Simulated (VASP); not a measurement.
# La3Tl (Pm-3m) in VASP: notebook

The runs below take La3Tl through single point, with LDA.

Program: VASP 6.6.1. These are calculated values, not measurements. Logs are shortened: lines on timing, memory, paths and dates and some standing lists are left out, and cuts for length are marked.

### 1 The cell of the first run

Symmetry: Pm-3m, No. 221, cubic system. The conventional cell has a = 4.957 Å, b = 4.957 Å, c = 4.957 Å, α = 90.00°, β = 90.00°, γ = 90.00°. Within 4.6 Å of La (site symmetry 4/mmm) lie 8 La at 3.50 Å and 4 Tl at 3.50 Å. Within 4.6 Å of Tl (site symmetry m-3m) lie 12 La at 3.50 Å.

### 2 Single point, LDA (30.45 Å³/atom)

The input, INCAR:

```
ALGO = Normal
EDIFF = 1E-6
ENCUT = 520
ISIF = 2
ISMEAR = -1
LASPH = T
LCHARG = F
LREAL = F
LWAVE = F
NBANDS = 31
NELM = 80
PREC = Accurate
SIGMA = 0.08
```

The input, KPOINTS:

```
k-points
0
Gamma
  8 8 8
```

The input, POSCAR:

```
La3Tl
1.0
    4.9567057101      0.0000000000      0.0000000000
    0.0000000000      4.9567057101      0.0000000000
    0.0000000000      0.0000000000      4.9567057101
La Tl
3 1
Direct
    0.0000000000      0.5000000000      0.5000000000
    0.5000000000      0.0000000000      0.5000000000
    0.5000000000      0.5000000000      0.0000000000
    0.0000000000      0.0000000000      0.0000000000
```

Potentials or basis: VASP PAW LDA potentials, release 64 (La, Tl_d).

Command:

```bash
$ cat potpaw_LDA.64/La/POTCAR potpaw_LDA.64/Tl_d/POTCAR > POTCAR
$ mpirun -np 1 vasp_std > vasp.out
```

OUTCAR:

```text
EDIFF = 1E-6
   ENCUT = 520
   ISIF = 2
   ISMEAR = -1
   LASPH = T
   LREAL = F
   NELM = 80
   PREC = Accurate

 ion  position               nearest neighbor table
   1  0.000  0.500  0.500-   2 3.50   3 3.50   4 3.50   3 3.50   4 3.50   2 3.50   4 3.50   4 3.50
                             2 3.50   3 3.50   3 3.50   2 3.50
   2  0.500  0.000  0.500-   1 3.50   3 3.50   4 3.50   3 3.50   4 3.50   1 3.50   3 3.50   3 3.50
                             1 3.50   4 3.50   4 3.50   1 3.50
   3  0.500  0.500  0.000-   1 3.50   2 3.50   4 3.50   1 3.50   2 3.50   2 3.50   4 3.50   2 3.50
                             1 3.50   4 3.50   1 3.50   4 3.50
   4  0.000  0.000  0.000-   1 3.50   2 3.50   3 3.50   1 3.50   2 3.50   1 3.50   3 3.50   1 3.50
                             2 3.50   3 3.50   2 3.50   3 3.50

  LATTYP: Found a simple cubic cell.
 ALAT       =     4.9567057101

  Lattice vectors:

 A1 = (   4.9567057101,   0.0000000000,   0.0000000000)
 A2 = (   0.0000000000,   4.9567057101,   0.0000000000)
 A3 = (   0.0000000000,   0.0000000000,   4.9567057101)

Analysis of symmetry for initial positions (statically):
=====================================================================
 Subroutine PRICEL returns:
 Original cell was already a primitive cell.

 Routine SETGRP: Setting up the symmetry group for a
 simple cubic supercell.

 Subroutine GETGRP returns: Found 48 space group operations
 (whereof 48 operations were pure point group operations)
 out of a pool of 48 trial point group operations.

The static configuration has the point symmetry O_h .

Analysis of symmetry for dynamics (positions and initial velocities):
=====================================================================
 Subroutine PRICEL returns:
 Original cell was already a primitive cell.

 Routine SETGRP: Setting up the symmetry group for a
 simple cubic supercell.

 Subroutine GETGRP returns: Found 48 space group operations
 (whereof 48 operations were pure point group operations)
 out of a pool of 48 trial point group operations.

The dynamic configuration has the point symmetry O_h .

 Subroutine INISYM returns: Found 48 space group operations
 (whereof 48 operations are pure point group operations),
 and found     1 'primitive' translations

----------------------------------------------------------------------------------------

                                     Primitive cell

  volume of cell :     121.7810

  direct lattice vectors                    reciprocal lattice vectors
     4.956705710  0.000000000  0.000000000     0.201746898  0.000000000  0.000000000
     0.000000000  4.956705710  0.000000000     0.000000000  0.201746898  0.000000000
     0.000000000  0.000000000  4.956705710     0.000000000  0.000000000  0.201746898

  length of vectors
     4.956705710  4.956705710  4.956705710     0.201746898  0.201746898  0.201746898

  position of ions in fractional coordinates (direct lattice)
     0.000000000  0.500000000  0.500000000
     0.500000000  0.000000000  0.500000000
     0.500000000  0.500000000  0.000000000
     0.000000000  0.000000000  0.000000000

  ion indices of the primitive-cell ions
   primitive index   ion index
                 1           1
                 2           2
                 3           3
                 4           4

----------------------------------------------------------------------------------------

 KPOINTS: k-points

Automatic generation of k-mesh.
 Grid dimensions read from file:
 generate k-points for:    8    8    8

 Generating k-lattice:

  Cartesian coordinates                     Fractional coordinates (reciprocal lattice)
     0.025218362  0.000000000  0.000000000     0.125000000  0.000000000  0.000000000
     0.000000000  0.025218362  0.000000000     0.000000000  0.125000000  0.000000000
     0.000000000  0.000000000  0.025218362     0.000000000  0.000000000  0.125000000

  Length of vectors
     0.025218362  0.025218362  0.025218362

  Shift w.r.t. Gamma in fractional coordinates (k-lattice)
     0.000000000  0.000000000  0.000000000

 Subroutine IBZKPT returns following result:
 ===========================================

 Found     35 irreducible k-points:

 Following reciprocal coordinates:
            Coordinates               Weight
  0.000000  0.000000  0.000000      1.000000
  0.125000  0.000000  0.000000      6.000000
  0.250000  0.000000  0.000000      6.000000
  0.375000  0.000000  0.000000      6.000000
  0.500000  0.000000  0.000000      3.000000
  0.125000  0.125000  0.000000     12.000000
[... 16 lines left out ...]
  0.375000  0.375000  0.125000     24.000000
  0.500000  0.375000  0.125000     24.000000
 [... further k-points ...]
   k-points           NKPTS =     35   k-points in BZ     NKDIM =     35   number of bands    NBANDS=     31
   number of dos      NEDOS =    301   number of ions     NIONS =      4
   total plane-waves  NPLWV =  64000
   dimension x,y,z NGX =    40 NGY =   40 NGZ =   40
   dimension x,y,z NGXF=    80 NGYF=   80 NGZF=   80
   ions per type =               3   1
   NGX,Y,Z   is equivalent  to a cutoff of  13.42, 13.42, 13.42 a.u.
   NGXF,Y,Z  is equivalent  to a cutoff of  26.83, 26.83, 26.83 a.u.
 SYSTEM =  unknown system
   PREC   = accura    normal or accurate (medium, high low for compatibility)
   ISTART =      0    job   : 0-new  1-cont  2-samecut
   ICHARG =      2    charge: 1-file 2-atom 10-const
   ISPIN  =      1    spin polarized calculation?
   LNONCOLLINEAR =      F non collinear calculations
   LSORBIT =      F    spin-orbit coupling
   LASPH  =      T    aspherical Exc in radial PAW
   ENCUT  =  520.0 eV  38.22 Ry    6.18 a.u.   9.22  9.22  9.22*2*pi/ulx,y,z
   NELM   =     80;   NELMIN=  2; NELMDL= -5     # of ELM steps
   EDIFF  = 0.1E-05   stopping-criterion for ELM
   LREAL  =      F    real-space projection
   EDIFFG = 0.1E-04   stopping-criterion for IOM
   NSW    =      0    number of steps for IOM
   IBRION =     -1    ionic relax: 0-MD 1-quasi-New 2-CG
   NFREE  =      0    steps in history (QN), initial steepest desc. (CG)
   ISIF   =      2    stress and relaxation
   ISYM   =      2    0-nonsym 1-usesym 2-fastsym
   POTIM  = 0.5000    time-step for ionic-motion
   TEBEG  =    0.0;   TEEND  =   0.0 temperature during run
   PSTRESS=    0.0 pullay stress
   NELECT =      46.0000    total number of electrons
   NUPDOWN=      -1.0000    fix difference up-down
   EMIN   =  10.00;   EMAX   =-10.00  energy-range for DOS
   EFERMI =   0.00;   METHOD = LEGACY
   ISMEAR =    -1;   SIGMA  =   0.08  broadening in eV -4-tet -1-fermi 0-gaus
   EFERMI_NEDOS =   21; number of points for ismear=-14 and -15
   IALGO  =     38    algorithm
   IMIX   =      4    mixing-type and parameters
     AMIX     =   0.40;   BMIX     =  1.00
     AMIX_MAG =   1.60;   BMIX_MAG =  1.00
  volume/ion in A,a.u.               =      30.45       205.45
  Fermi-wavevector in a.u.,A,eV,Ry     =   1.183407  2.236316 19.054323  1.400453
  Thomas-Fermi vector in A             =   2.319642
   LORBIT       =      0    0 simple, 1 ext, 2 COOP (PROOUT), +10 PAW based schemes
   GGA     = CA    functional components
   LHFCALC =     F    Hartree Fock is set to
   AEXX    =    0.0000 exact exchange contribution
   IVDW    =     0    specifies the selected vdW correction
   LEPSILON=     F    determine dielectric tensor
   LRPA    =     F    only Hartree local field effects (RPA)
 non-spin polarized calculation
  energy-cutoff  :      520.00
  volume of cell :      121.78
 maximum number of plane-waves:      3328
 NGX is ok and might be reduce to    40
   NGX = 19   NGY = 19   NGZ = 19

 number of electron      45.9999999 magnetization

 Free energy of the ion-electron system (eV)
  ---------------------------------------------------
  ext. energy  EPLUGINS =         0.00000000
  ---------------------------------------------------
  free energy    TOTEN  =       -20.94773097 eV

  energy without entropy =      -20.83207475  energy(sigma->0) =      -20.88990286

 E-fermi :   8.7350     XC(G=0): -10.5183

 val. band max:        8.7326251872   @ k =   0.2500   0.2500   0.2500
 cond. band min:       8.7388652166   @ k =   0.5000   0.3750   0.2500
 fundamental gap:      0.0062400294
 Fermi energy:         8.7350121406

 k-point     1 :       0.0000    0.0000    0.0000
  band No.  band energies     occupation
      1     -23.9511      2.00000
      2     -23.5334      2.00000
      3     -23.5334      2.00000
      4      -8.3526      2.00000
      5      -8.3526      2.00000
      6      -8.3526      2.00000
[... 23 lines left out ...]
     30      10.5511      0.00000
     31      10.5665      0.00000

 k-point     2 :       0.1250    0.0000    0.0000
  band No.  band energies     occupation
      1     -23.9374      2.00000
      2     -23.5480      2.00000
      3     -23.5331      2.00000
      4      -8.3224      2.00000
      5      -8.3224      2.00000
      6      -8.3079      2.00000
[... 23 lines left out ...]
     30      10.5481      0.00000
     31      10.5624      0.00000

 k-point     3 :       0.2500    0.0000    0.0000
  band No.  band energies     occupation
      1     -23.8993      2.00000
      2     -23.5882      2.00000
      3     -23.5324      2.00000
      4      -8.2404      2.00000
      5      -8.2404      2.00000
      6      -8.1762      2.00000
[... 23 lines left out ...]
     30      10.5265      0.00000
     31      10.5328      0.00000

 k-point     4 :       0.3750    0.0000    0.0000
  band No.  band energies     occupation
      1     -23.8472      2.00000
      2     -23.6424      2.00000
      3     -23.5316      2.00000
      4      -8.1372      2.00000
      5      -8.1372      2.00000
      6      -7.9672      2.00000
[... 23 lines left out ...]
     30      10.4230      0.00000
     31      10.4467      0.00000

 k-point     5 :       0.5000    0.0000    0.0000
  band No.  band energies     occupation
      1     -23.8145      2.00000
      2     -23.6759      2.00000
      3     -23.5313      2.00000
      4      -8.0832      2.00000
      5      -8.0832      2.00000
      6      -7.7540      2.00000
[... 23 lines left out ...]
     30      10.2844      0.00000
     31      10.2916      0.00000
[... 542 lines left out ...]
     30      10.3617      0.00000
     31      10.5185      0.00000

 k-point    22 :       0.5000    0.2500    0.1250
  band No.  band energies     occupation
      1     -23.7654      2.00000
      2     -23.6738      2.00000
      3     -23.5803      2.00000
      4      -8.3506      2.00000
      5      -8.0812      2.00000
      6      -7.8070      2.00000
[... 23 lines left out ...]
     30      10.5043      0.00000
     31      10.5228      0.00000

 k-point    23 :       0.3750    0.3750    0.1250
  band No.  band energies     occupation
      1     -23.7545      2.00000
      2     -23.6523      2.00000
      3     -23.6118      2.00000
      4      -8.4254      2.00000
      5      -8.1480      2.00000
      6      -7.8018      2.00000
[... 23 lines left out ...]
     30      10.4518      0.00000
     31      10.4635      0.00000

 k-point    24 :       0.5000    0.3750    0.1250
  band No.  band energies     occupation
      1     -23.7229      2.00000
      2     -23.6726      2.00000
      3     -23.6227      2.00000
      4      -8.4193      2.00000
      5      -8.2211      2.00000
      6      -7.8103      2.00000
[... 23 lines left out ...]
     30      10.4218      0.00000
     31      10.4569      0.00000

 [... further k-points ...]

------------------------ aborting loop because EDIFF is reached ----------------------------------------

  FORCE on cell =-STRESS in cart. coord.  units (eV):
  Direction    XX          YY          ZZ          XY          YZ          ZX
  --------------------------------------------------------------------------------------
  -------------------------------------------------------------------------------------
  Total       -0.9838430     -0.9838430     -0.9838430      0.0000000      0.0000000     -0.0000000
  in kB      -12.9436571    -12.9436571    -12.9436571      0.0000000      0.0000000     -0.0000000
  external PRESSURE =     -12.9436571 kB  Pullay stress =       0.0000000 kB

 VOLUME and BASIS-vectors are now :
 -----------------------------------------------------------------------------
  energy-cutoff  :      520.00
  volume of cell :      121.78
      direct lattice vectors                 reciprocal lattice vectors
     4.956705710  0.000000000  0.000000000     0.201746898  0.000000000  0.000000000
     0.000000000  4.956705710  0.000000000     0.000000000  0.201746898  0.000000000
     0.000000000  0.000000000  4.956705710     0.000000000  0.000000000  0.201746898

 POSITION                                       TOTAL-FORCE (eV/Angst)
 -----------------------------------------------------------------------------------
      0.00000      2.47835      2.47835         0.000000      0.000000      0.000000
      2.47835      0.00000      2.47835         0.000000      0.000000      0.000000
      2.47835      2.47835      0.00000         0.000000      0.000000      0.000000
      0.00000      0.00000      0.00000         0.000000      0.000000      0.000000
 -----------------------------------------------------------------------------------
    total drift:                                0.000000     -0.000000     -0.000000

  FREE ENERGIE OF THE ION-ELECTRON SYSTEM (eV)
  ---------------------------------------------------
  free  energy   TOTEN  =       -20.9477309694 eV

  energy  without entropy=      -20.8320747519  energy(sigma->0) =      -20.88990286
```

It took 69 s on 1 thread of Intel Xeon 6975P-C (Granite Rapids), shared host; peak memory 0.28 GiB.

Results:

```
Free energy            : -20.9477 eV
Pressure               : -1.3 GPa
Band gap on the k mesh : zero (bands 23 and 24 overlap by 1.21 eV)
```

Levels at points of the mesh, in eV from the Fermi level:
```tsv
k point	band 19	band 20	band 21	band 22	band 23	band 24	band 25	band 26	band 27	band 28
(0.00, 0.00, 0.00)	-2.74	-0.90	-0.90	-0.90	-0.82	-0.82	0.83	0.83	0.83	1.37
(0.50, 0.00, 0.00)	-2.63	-1.20	-0.79	-0.79	-0.70	0.75	1.09	1.10	1.25	1.25
(0.50, 0.50, 0.00)	-1.59	-1.31	-1.31	-0.12	-0.12	0.33	0.72	1.07	1.07	1.38
(0.50, 0.50, 0.50)	-1.06	-1.06	-1.06	0.39	0.39	0.39	1.19	1.38	1.38	1.38
```

Caveat: spin-orbit coupling is left out, which moves the levels of the heavy elements.

### 3 Single point, LDA (31.74 Å³/atom)

This run uses another cell than the first one, of 31.74 Å³/atom.

The input, INCAR:

```
PREC     = Accurate       # precision mode
ENCUT    = 520            # plane-wave cutoff, eV
EDIFF    = 1E-7           # SCF threshold, eV
ISMEAR   = -1             # smearing method
SIGMA    = 0.08           # smearing width, eV
LREAL    = F              # projectors in reciprocal space
LASPH    = T              # aspherical terms in the spheres
NELM     = 100            # most SCF steps
ALGO     = Normal         # electronic algorithm
ISIF     = 2              # what is computed and relaxed
LWAVE    = F              # write WAVECAR
LCHARG   = T              # write CHGCAR
LELF     = T              # ELF
LVHAR    = T            
NBANDS   = 31             # bands
```

The input, KPOINTS:

```
regular mesh
0
Gamma
  8 8 8
```

The input, POSCAR:

```
La3Tl
1.0
    5.0260392452      0.0000000000      0.0000000000
    0.0000000000      5.0260392452      0.0000000000
    0.0000000000      0.0000000000      5.0260392452
La Tl
3 1
Direct
    0.0000000000      0.5000000000      0.5000000000
    0.5000000000      0.0000000000      0.5000000000
    0.5000000000      0.5000000000      0.0000000000
    0.0000000000      0.0000000000      0.0000000000
```

Potentials or basis: VASP PAW LDA potentials, release 64 (La, Tl_d).

Command:

```bash
$ cat potpaw_LDA.64/La/POTCAR potpaw_LDA.64/Tl_d/POTCAR > POTCAR
$ mpirun -np 1 vasp_std > vasp.out
```

Wall time 85 s (1 thread of Intel Xeon 6975P-C (Granite Rapids), shared host); peak memory 0.29 GiB.

Results (log left out):

| Property | Result |
| --- | --- |
| Free energy | -20.8792 eV |
| Pressure | -2.9 GPa |
| Band gap on the k mesh | zero (bands 23 and 24 overlap by 1.11 eV) |

Levels at points of the mesh, in eV from the Fermi level:
```csv
k point,band 19,band 20,band 21,band 22,band 23,band 24,band 25,band 26,band 27,band 28
"(0.00, 0.00, 0.00)",-2.66,-0.84,-0.84,-0.84,-0.78,-0.78,0.80,0.80,0.80,1.32
"(0.50, 0.00, 0.00)",-2.56,-1.20,-0.75,-0.75,-0.63,0.71,1.05,1.08,1.18,1.18
"(0.50, 0.50, 0.00)",-1.48,-1.34,-1.34,-0.08,-0.08,0.29,0.66,1.02,1.02,1.33
"(0.50, 0.50, 0.50)",-1.06,-1.06,-1.06,0.33,0.33,0.33,1.16,1.36,1.36,1.38
```

Caveat: spin-orbit coupling is left out, which moves the levels of the heavy elements.

### 4 Single point, LDA (32.71 Å³/atom)

This run uses another cell than the first one, of 32.71 Å³/atom.

The input, INCAR:

```
SYSTEM = La3Tl
PREC = Accurate ; ENCUT = 520
EDIFF = 1E-7 ; ISMEAR = -1
SIGMA = 0.08 ; LREAL = .False.
LASPH = .True. ; NELM = 80
ALGO = Normal ; ISIF = 2
LWAVE = .False. ; LCHARG = .False.
NBANDS = 31
```

The input, KPOINTS:

```
Automatic mesh
0
Gamma
  8 8 8
  0 0 0
```

The input, POSCAR:

```
La3Tl
1.0
    5.0768107547      0.0000000000      0.0000000000
    0.0000000000      5.0768107547      0.0000000000
    0.0000000000      0.0000000000      5.0768107547
La Tl
3 1
Direct
    0.0000000000      0.5000000000      0.5000000000
    0.5000000000      0.0000000000      0.5000000000
    0.5000000000      0.5000000000      0.0000000000
    0.0000000000      0.0000000000      0.0000000000
```

Command:

```bash
$ cat potpaw_LDA.64/La/POTCAR potpaw_LDA.64/Tl_d/POTCAR > POTCAR
$ mpirun -np 1 vasp_std > vasp.out
```

Run time: 94 s. Hardware: 1 thread of Intel Xeon 6975P-C (Granite Rapids), shared host; peak memory 0.28 GiB.

The run converged. Its results:

```
Free energy            : -20.7958 eV
Pressure               : -4.0 GPa
Band gap on the k mesh : zero (bands 23 and 24 overlap by 1.04 eV)
```

Levels at points of the mesh, in eV from the Fermi level:
| k point | band 21 | band 22 | band 23 | band 24 | band 25 | band 26 |
| --- | --- | --- | --- | --- | --- | --- |
| (0.00, 0.00, 0.00) | -0.79 | -0.79 | -0.76 | -0.76 | 0.78 | 0.78 |
| (0.50, 0.00, 0.00) | -0.72 | -0.72 | -0.59 | 0.68 | 1.02 | 1.06 |
| (0.50, 0.50, 0.00) | -1.36 | -0.06 | -0.06 | 0.25 | 0.62 | 0.99 |
| (0.50, 0.50, 0.50) | -1.06 | 0.29 | 0.29 | 0.29 | 1.13 | 1.33 |

Caveat: the cell stands under tension; spin-orbit coupling is left out, which moves the levels of the heavy elements.

### 5 Overview

| cell | gap on the mesh (eV) | pressure (GPa) |
| --- | --- | --- |
| a = 4.957 Å, 4 atoms | none | -1.3 |
| a = 5.026 Å, 4 atoms | none | -2.9 |
| a = 5.077 Å, 4 atoms | none | -4.0 |

Alike in all rows: task single point; level LDA; potentials or basis VASP PAW LDA potentials, release 64 (La, Tl_d); no spin polarisation; k mesh 8 × 8 × 8; cutoff (eV) 520; smearing fermi-dirac 0.08 eV.

Caveats: spin-orbit coupling is left out, which moves the levels of the heavy elements; the cell stands under tension (at least some runs).

Absolute energies hang on the potentials; compare differences alone.
